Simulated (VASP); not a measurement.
# AlN (P6_3mc) in VASP: notebook, part 2 of 2

VASP 6.6.1. The steps go on from the part before.

## Step 3: Single point, PBEsol

This run uses another cell than the first one, of 10.46 Å³/atom.

Input file INCAR:

```
SYSTEM = AlN
PREC = Accurate
ENCUT = 600
EDIFF = 1E-6
ISMEAR = 0
SIGMA = 0.02
LREAL = .False.
LASPH = .True.
NELM = 120
ALGO = Normal
ISIF = 2
LWAVE = .False.
LCHARG = .True.
GGA = PS
LELF = .True.
LVHAR = .True.
NBANDS = 16
GGA_COMPAT = .False.
```

Input file KPOINTS:

```
regular mesh
0
Gamma
  9 9 6
  0 0 0
```

Input file POSCAR:

```
AlN
1.0
    3.1138256079      0.0000000000      0.0000000000
   -1.5569128040      2.6966520794      0.0000000000
    0.0000000000      0.0000000000      4.9835502232
Al N
2 2
Direct
    0.6666666667      0.3333333333      0.4990061281
    0.3333333333      0.6666666667     -0.0009938719
    0.6666666667      0.3333333333      0.8809938719
    0.3333333333      0.6666666667      0.3809938719
```

Potentials or basis: VASP PAW PBE potentials, release 64 (Al, N).

The run is started by

```console
$ cat potpaw_PBE.64/Al/POTCAR potpaw_PBE.64/N/POTCAR > POTCAR
$ mpirun -np 1 vasp_std > vasp.out
```

OUTCAR:

```text
SYSTEM = AlN
   PREC = Accurate
   ENCUT = 600
   EDIFF = 1E-6
   ISMEAR = 0
   LREAL = .False.
   LASPH = .True.
   NELM = 120
   ISIF = 2
   GGA = PS

 ion  position               nearest neighbor table
   1  0.667  0.333  0.499-   4 1.89   4 1.89   4 1.89   3 1.90   2 3.07   2 3.07   2 3.07   2 3.07
                             2 3.07   2 3.07
   2  0.333  0.667  0.999-   3 1.89   3 1.89   3 1.89   4 1.90   1 3.07   1 3.07   1 3.07   1 3.07
                             1 3.07   1 3.07
   3  0.667  0.333  0.881-   2 1.89   2 1.89   2 1.89   1 1.90
   4  0.333  0.667  0.381-   1 1.89   1 1.89   1 1.89   2 1.90

  LATTYP: Found a hexagonal cell.
 ALAT       =     3.1138256079
 C/A-ratio  =     1.6004590015

  Lattice vectors:

 A1 = (   3.1138256079,   0.0000000000,   0.0000000000)
 A2 = (  -1.5569128040,   2.6966520794,   0.0000000000)
 A3 = (   0.0000000000,   0.0000000000,   4.9835502232)

Analysis of symmetry for initial positions (statically):
=====================================================================
 Subroutine PRICEL returns:
 Original cell was already a primitive cell.

 Routine SETGRP: Setting up the symmetry group for a
 hexagonal supercell.

 Subroutine GETGRP returns: Found 12 space group operations
 (whereof  6 operations were pure point group operations)
 out of a pool of 24 trial point group operations.

The static configuration has the point symmetry C_3v.
 The point group associated with its full space group is C_6v.

Analysis of symmetry for dynamics (positions and initial velocities):
=====================================================================
 Subroutine PRICEL returns:
 Original cell was already a primitive cell.

 Routine SETGRP: Setting up the symmetry group for a
 hexagonal supercell.

 Subroutine GETGRP returns: Found 12 space group operations
 (whereof  6 operations were pure point group operations)
 out of a pool of 24 trial point group operations.

The dynamic configuration has the point symmetry C_3v.
 The point group associated with its full space group is C_6v.

 Subroutine INISYM returns: Found 12 space group operations
 (whereof  6 operations are pure point group operations),
 and found     1 'primitive' translations

----------------------------------------------------------------------------------------

                                     Primitive cell

  volume of cell :      41.8464

  direct lattice vectors                    reciprocal lattice vectors
     3.113825608  0.000000000  0.000000000     0.321148364  0.185415094  0.000000000
    -1.556912804  2.696652079  0.000000000     0.000000000  0.370830189  0.000000000
     0.000000000  0.000000000  4.983550223     0.000000000  0.000000000  0.200660163

  length of vectors
     3.113825608  3.113825608  4.983550223     0.370830189  0.370830189  0.200660163

  position of ions in fractional coordinates (direct lattice)
     0.666666667  0.333333333  0.499006128
     0.333333333  0.666666667  0.999006128
     0.666666667  0.333333333  0.880993872
     0.333333333  0.666666667  0.380993872

  ion indices of the primitive-cell ions
   primitive index   ion index
                 1           1
                 2           2
                 3           3
                 4           4

[... 31 lines left out ...]
  0.333333  0.000000  0.000000      6.000000
  0.444444  0.000000  0.000000      6.000000
  0.111111  0.111111  0.000000      6.000000
[... 16 lines left out ...]
  0.333333  0.222222  0.166667     24.000000
  0.333333  0.333333  0.166667      4.000000
 [... further k-points ...]
   k-points           NKPTS =     48   k-points in BZ     NKDIM =     48   number of bands    NBANDS=     16
   number of dos      NEDOS =    301   number of ions     NIONS =      4
   total plane-waves  NPLWV =  31360
   dimension x,y,z NGX =    28 NGY =   28 NGZ =   40
   dimension x,y,z NGXF=    56 NGYF=   56 NGZF=   80
   ions per type =               2   2
   NGX,Y,Z   is equivalent  to a cutoff of  14.95, 14.95, 13.34 a.u.
   NGXF,Y,Z  is equivalent  to a cutoff of  29.90, 29.90, 26.69 a.u.
 SYSTEM =  AlN
   PREC   = accura    normal or accurate (medium, high low for compatibility)
   ISTART =      0    job   : 0-new  1-cont  2-samecut
   ICHARG =      2    charge: 1-file 2-atom 10-const
   ISPIN  =      1    spin polarized calculation?
   LNONCOLLINEAR =      F non collinear calculations
   LSORBIT =      F    spin-orbit coupling
   LASPH  =      T    aspherical Exc in radial PAW
   ENCUT  =  600.0 eV  44.10 Ry    6.64 a.u.   6.22  6.22  9.95*2*pi/ulx,y,z
   NELM   =    120;   NELMIN=  2; NELMDL= -5     # of ELM steps
   EDIFF  = 0.1E-05   stopping-criterion for ELM
   LREAL  =      F    real-space projection
   EDIFFG = 0.1E-04   stopping-criterion for IOM
   NSW    =      0    number of steps for IOM
   IBRION =     -1    ionic relax: 0-MD 1-quasi-New 2-CG
   NFREE  =      0    steps in history (QN), initial steepest desc. (CG)
   ISIF   =      2    stress and relaxation
   ISYM   =      2    0-nonsym 1-usesym 2-fastsym
   POTIM  = 0.5000    time-step for ionic-motion
   TEBEG  =    0.0;   TEEND  =   0.0 temperature during run
   PSTRESS=    0.0 pullay stress
   NELECT =      16.0000    total number of electrons
   NUPDOWN=      -1.0000    fix difference up-down
   EMIN   =  10.00;   EMAX   =-10.00  energy-range for DOS
   EFERMI =   0.00;   METHOD = LEGACY
   ISMEAR =     0;   SIGMA  =   0.02  broadening in eV -4-tet -1-fermi 0-gaus
   EFERMI_NEDOS =   21; number of points for ismear=-14 and -15
   IALGO  =     38    algorithm
   IMIX   =      4    mixing-type and parameters
     AMIX     =   0.40;   BMIX     =  1.00
     AMIX_MAG =   1.60;   BMIX_MAG =  1.00
  volume/ion in A,a.u.               =      10.46        70.60
  Fermi-wavevector in a.u.,A,eV,Ry     =   1.188216  2.245403 19.209491  1.411858
  Thomas-Fermi vector in A             =   2.324351
   LORBIT       =      0    0 simple, 1 ext, 2 COOP (PROOUT), +10 PAW based schemes
   GGA     = PS    functional components
   LHFCALC =     F    Hartree Fock is set to
   AEXX    =    0.0000 exact exchange contribution
   IVDW    =     0    specifies the selected vdW correction
   LEPSILON=     F    determine dielectric tensor
   LRPA    =     F    only Hartree local field effects (RPA)
 non-spin polarized calculation
 Gauss-broadening in eV      SIGMA  =   0.02
  energy-cutoff  :      600.00
  volume of cell :       41.85
 maximum number of plane-waves:      1412
 NGX is ok and might be reduce to    28
   NGX = 13   NGY = 13   NGZ = 19

 number of electron      15.9999999 magnetization

 Free energy of the ion-electron system (eV)
  ---------------------------------------------------
  ext. energy  EPLUGINS =         0.00000000
  ---------------------------------------------------
  free energy    TOTEN  =       -31.31568449 eV

  energy without entropy =      -31.31568449  energy(sigma->0) =      -31.31568449

 E-fermi :   6.1585     XC(G=0): -11.0995

 val. band max:        6.0510012554   @ k =   0.0000   0.0000   0.0000
 cond. band min:      10.1615306166   @ k =   0.0000   0.0000   0.0000
 fundamental gap:      4.1105293612
 Fermi energy:         6.1585031692

 k-point     1 :       0.0000    0.0000    0.0000
  band No.  band energies     occupation
      1      -9.1114      2.00000
      2      -6.9316      2.00000
      3       0.0002      2.00000
      4       5.1725      2.00000
      5       5.1725      2.00000
      6       5.8268      2.00000
[... 433 lines left out ...]
      3       1.2824      2.00000
      4       1.8415      2.00000
      5       1.8415      2.00000
      6       3.3209      2.00000
[... 8 lines left out ...]
     15      18.9500      0.00000
     16      21.0087      0.00000

 [... further k-points ...]

------------------------ aborting loop because EDIFF is reached ----------------------------------------

  FORCE on cell =-STRESS in cart. coord.  units (eV):
  Direction    XX          YY          ZZ          XY          YZ          ZX
  --------------------------------------------------------------------------------------
  -------------------------------------------------------------------------------------
  Total       -0.0535910     -0.0535910     -0.0509386      0.0000000      0.0000000      0.0000000
  in kB       -2.0518435     -2.0518435     -1.9502900      0.0000000      0.0000000      0.0000000
  external PRESSURE =      -2.0179923 kB  Pullay stress =       0.0000000 kB

 VOLUME and BASIS-vectors are now :
 -----------------------------------------------------------------------------
  energy-cutoff  :      600.00
  volume of cell :       41.85
      direct lattice vectors                 reciprocal lattice vectors
     3.113825608  0.000000000  0.000000000     0.321148364  0.185415094  0.000000000
    -1.556912804  2.696652079  0.000000000     0.000000000  0.370830189  0.000000000
     0.000000000  0.000000000  4.983550223     0.000000000  0.000000000  0.200660163

 POSITION                                       TOTAL-FORCE (eV/Angst)
 -----------------------------------------------------------------------------------
      1.55691      0.89888      2.48682         0.000000      0.000000     -0.000313
     -0.00000      1.79777      4.97860         0.000000     -0.000000     -0.000313
      1.55691      0.89888      4.39048         0.000000     -0.000000      0.000313
     -0.00000      1.79777      1.89870        -0.000000      0.000000      0.000313
 -----------------------------------------------------------------------------------
    total drift:                               -0.000000      0.000000      0.000551

  FREE ENERGIE OF THE ION-ELECTRON SYSTEM (eV)
  ---------------------------------------------------
  free  energy   TOTEN  =       -31.3156844932 eV

  energy  without entropy=      -31.3156844932  energy(sigma->0) =      -31.31568449
```

OSZICAR:

```text
N       E                     dE             d eps       ncg     rms          rms(c)
DAV:   1     0.477373727521E+02    0.47737E+02   -0.79484E+03  1536   0.100E+03
DAV:   2    -0.316868419683E+02   -0.79424E+02   -0.72311E+02  2192   0.208E+02
DAV:   3    -0.357364226811E+02   -0.40496E+01   -0.40371E+01  2000   0.488E+01
DAV:   4    -0.357615886899E+02   -0.25166E-01   -0.25165E-01  1896   0.419E+00
DAV:   5    -0.357619122018E+02   -0.32351E-03   -0.32351E-03  1968   0.474E-01    0.117E+01
DAV:   6    -0.313631456612E+02    0.43988E+01   -0.95412E+00  1912   0.234E+01    0.414E+00
DAV:   7    -0.313531743798E+02    0.99713E-02   -0.65553E-01  1664   0.569E+00    0.287E+00
DAV:   8    -0.313203603054E+02    0.32814E-01   -0.72945E-02  1712   0.243E+00    0.581E-01
DAV:   9    -0.313153989341E+02    0.49614E-02   -0.12526E-02  2056   0.873E-01    0.248E-01
DAV:  10    -0.313157726455E+02   -0.37371E-03   -0.15596E-03  1672   0.255E-01    0.155E-01
DAV:  11    -0.313156850834E+02    0.87562E-04   -0.14494E-04  1800   0.920E-02    0.332E-02
DAV:  12    -0.313156844932E+02    0.59019E-06   -0.69966E-06  1864   0.224E-02
   1 F= -.31315684E+02 E0= -.31315684E+02  d E =-.658162E-17
```

stdout:

```text
POSCAR found type information on POSCAR AlN
 POSCAR found :  2 types and       4 ions
 scaLAPACK will be used
 -----------------------------------------------------------------------------
|                                                                             |
|                                                                             |
|     You enforced a specific xc type in the INCAR file but a different       |
|     I HOPE YOU KNOW WHAT YOU ARE DOING!                                     |
|                                                                             |
 -----------------------------------------------------------------------------

 LDA part: xc-table for (Slater+PW92), standard interpolation
 POSCAR, INCAR and KPOINTS ok, starting setup
 FFT: planning ... GRIDC
 FFT: planning ... GRID_SOFT
 FFT: planning ... GRID
 WAVECAR not read
 entering main loop
```

Run time: 63 s. Hardware: 1 thread of Intel Xeon 8259CL, shared host; peak memory 0.19 GiB.

What came out:

```yaml
Free_energy: -31.3157 eV
Pressure: -0.2 GPa
Band_gap_on_the_k_mesh: 4.11 eV
```

Caveat: the PAW data sets were made with another functional, which shifts forces and pressure a little.

## Step 4: Relaxation of cell and atoms, PBEsol

Input file INCAR:

```
  PREC = Accurate
  ENCUT = 600
  EDIFF = 1E-7
  ISMEAR = 0
  SIGMA = 0.02
  LREAL = False
  LASPH = True
  NELM = 120
  ALGO = Normal
  ISIF = 3
  LWAVE = False
  LCHARG = False
  GGA = PS
  IBRION = 2
  NSW = 100
  EDIFFG = -0.002
  GGA_COMPAT = False
  NELMIN = 4
```

Input file KPOINTS:

```
Automatic mesh
0
Gamma
  9 9 6
```

Input file POSCAR:

```
AlN
1.0
    3.1215067000      0.0000000000      0.0000000000
   -1.5607533500      2.7033041000      0.0000000000
    0.0000000000      0.0000000000      5.0397437100
Al N
2 2
Direct
    0.6666666700      0.3333333300      0.5004769300
    0.3333333300      0.6666666700      0.0004769300
    0.6666666700      0.3333333300      0.8795230700
    0.3333333300      0.6666666700      0.3795230700
```

Potentials or basis: VASP PAW PBE potentials, release 64 (Al, N).

The run is started by

```console
$ cat potpaw_PBE.64/Al/POTCAR potpaw_PBE.64/N/POTCAR > POTCAR
$ mpirun -np 1 vasp_std > vasp.out
```

OUTCAR:

```text
PREC = Accurate
   ENCUT = 600
   EDIFF = 1E-7
   ISMEAR = 0
   LREAL = False
   LASPH = True
   NELM = 120
   ISIF = 3
   GGA = PS
   IBRION = 2
   NSW = 100
   EDIFFG = -0.002
   NELMIN = 4

 ion  position               nearest neighbor table
   1  0.667  0.333  0.500-   4 1.90   4 1.90   4 1.90   3 1.91   2 3.10   2 3.10   2 3.10   2 3.10
                             2 3.10   2 3.10
   2  0.333  0.667  0.000-   3 1.90   3 1.90   3 1.90   4 1.91   1 3.10   1 3.10   1 3.10   1 3.10
                             1 3.10   1 3.10
   3  0.667  0.333  0.880-   2 1.90   2 1.90   2 1.90   1 1.91
   4  0.333  0.667  0.380-   1 1.90   1 1.90   1 1.90   2 1.91

  LATTYP: Found a hexagonal cell.
 ALAT       =     3.1215067000
 C/A-ratio  =     1.6145227912

  Lattice vectors:

[... 471 lines left out ...]
      1      -9.1087      2.00000
      2      -6.9260      2.00000
      3       0.0049      2.00000
      4       5.1787      2.00000
      5       5.1787      2.00000
      6       5.8336      2.00000
      7       5.8336      2.00000
      8       6.0596      2.00000
      9      10.1771      0.00000
     10      12.6107      0.00000
     11      16.5580      0.00000
     12      17.0809      0.00000
[... 331 lines left out ...]
 k-point    24 :       0.3333    0.3333    0.1667
  band No.  band energies     occupation
      1      -6.5608      2.00000
      2      -6.5608      2.00000
      3       1.2863      2.00000
      4       1.8476      2.00000
      5       1.8476      2.00000
      6       3.3267      2.00000
      7       4.1633      2.00000
      8       4.1633      2.00000
      9      11.3542      0.00000
     10      14.2224      0.00000
     11      15.0608      0.00000
     12      15.0608      0.00000

 [... further k-points ...]

------------------------ aborting loop because EDIFF is reached ----------------------------------------

  FORCE on cell =-STRESS in cart. coord.  units (eV):
  Direction    XX          YY          ZZ          XY          YZ          ZX
  --------------------------------------------------------------------------------------
  -------------------------------------------------------------------------------------
  Total       -0.0012139     -0.0012139      0.0014884      0.0000000     -0.0000000     -0.0000000
  in kB       -0.0465173     -0.0465173      0.0570335      0.0000000     -0.0000000     -0.0000000
  external PRESSURE =      -0.0120004 kB  Pullay stress =       0.0000000 kB
[... 19 lines left out ...]
  FREE ENERGIE OF THE ION-ELECTRON SYSTEM (eV)
  ---------------------------------------------------
  free  energy   TOTEN  =       -31.3166957745 eV

  energy  without entropy=      -31.3166957745  energy(sigma->0) =      -31.31669577

 reached required accuracy - stopping structural energy minimisation
```

CONTCAR:

```text
AlN
   1.00000000000000
     3.1130888831835071   -0.0000000000000000    0.0000000000000000
    -1.5565444415917535    2.6960140567948310   -0.0000000000000000
     0.0000000000000000   -0.0000000000000000    4.9817097785663664
  Al              N
     2     2
Direct
     0.6666666699999979    0.3333333300000021    0.4989834645308054
     0.3333333300000021    0.6666666699999979    0.9989834645308053
     0.6666666699999979    0.3333333300000021    0.8810165354691900
     0.3333333300000021    0.6666666699999979    0.3810165354691900

  0.00000000E+00  0.00000000E+00  0.00000000E+00
  0.00000000E+00  0.00000000E+00  0.00000000E+00
  0.00000000E+00  0.00000000E+00  0.00000000E+00
  0.00000000E+00  0.00000000E+00  0.00000000E+00
```

Run time: 2.6 min. Hardware: 1 thread of Intel Xeon 8259CL, shared host; peak memory 0.19 GiB.

Results:

| Property | Result |
| --- | --- |
| Free energy | -31.3167 eV |
| Relaxed volume | 10.45 Å³/atom |
| Relaxed cell | a = 3.113 Å, b = 3.113 Å, c = 4.982 Å, α = 90.00°, β = 90.00°, γ = 120.00° |
| Space group after relaxing (to 0.1 Å) | P6_3mc (No. 186) |
| Energy gained by relaxing | 2.4 meV/atom |
| Ionic steps | 8 |
| Pressure after relaxing | 0.0 GPa |
| Band gap on the k mesh | 4.12 eV |

Step by step:
| step | energy change (eV) | largest force (eV/Å) | pressure (GPa) | volume (Å³) |
| --- | --- | --- | --- | --- |
| 1 | 0.0000 | 0.0782 | -3.21 | 42.53 |
| 2 | -0.0034 | 0.0434 | 2.99 | 41.23 |
| 3 | -0.0082 | 0.0581 | 0.21 | 41.79 |
| 4 | -0.0092 | 0.0289 | 0.09 | 41.80 |
| 5 | -0.0094 | 0.0041 | -0.02 | 41.81 |
| 6 | -0.0094 | 0.0030 | -0.02 | 41.82 |
| 7 | -0.0094 | 0.0048 | 0.02 | 41.81 |
| 8 | -0.0094 | 0.0006 | 0.00 | 41.81 |

Final structure:
```
CELL_PARAMETERS angstrom
3.11309 0.00000 0.00000
-1.55654 2.69601 0.00000
0.00000 0.00000 4.98171
ATOMIC_POSITIONS crystal
Al 0.66667 0.33333 0.49898
Al 0.33333 0.66667 0.99898
N 0.66667 0.33333 0.88102
N 0.33333 0.66667 0.38102
```

Caveat: the PAW data sets were made with another functional, which shifts forces and pressure a little.

## Step 5: Overview

| task | cell | k mesh | smearing | gap on the mesh (eV) | pressure (GPa) |
| --- | --- | --- | --- | --- | --- |
| single point | a = 3.122, b = 3.122, c = 5.040 Å, angles 90.0, 90.0, 120.0°, 4 atoms, atomic positions A | 6 × 6 × 4 | gaussian 0.1 eV | 4.03 | -3.3 |
| single point | a = 3.114, b = 3.114, c = 4.984 Å, angles 90.0, 90.0, 120.0°, 4 atoms, atomic positions B | 9 × 9 × 6 | gaussian 0.02 eV | 4.11 | -0.2 |
| relaxation of cell and atoms | relaxed from a = 3.122, b = 3.122, c = 5.040 Å, angles 90.0, 90.0, 120.0°, 4 atoms, atomic positions A | 9 × 9 × 6 | gaussian 0.02 eV | 4.12 | 0.0 |

Alike in all rows: level PBEsol; potentials or basis VASP PAW PBE potentials, release 64 (Al, N); no spin polarisation; cutoff (eV) 600.

Caveats: the PAW data sets were made with another functional, which shifts forces and pressure a little; the cell stands under tension (at least some runs).

Absolute energies hang on the potentials; compare differences alone.
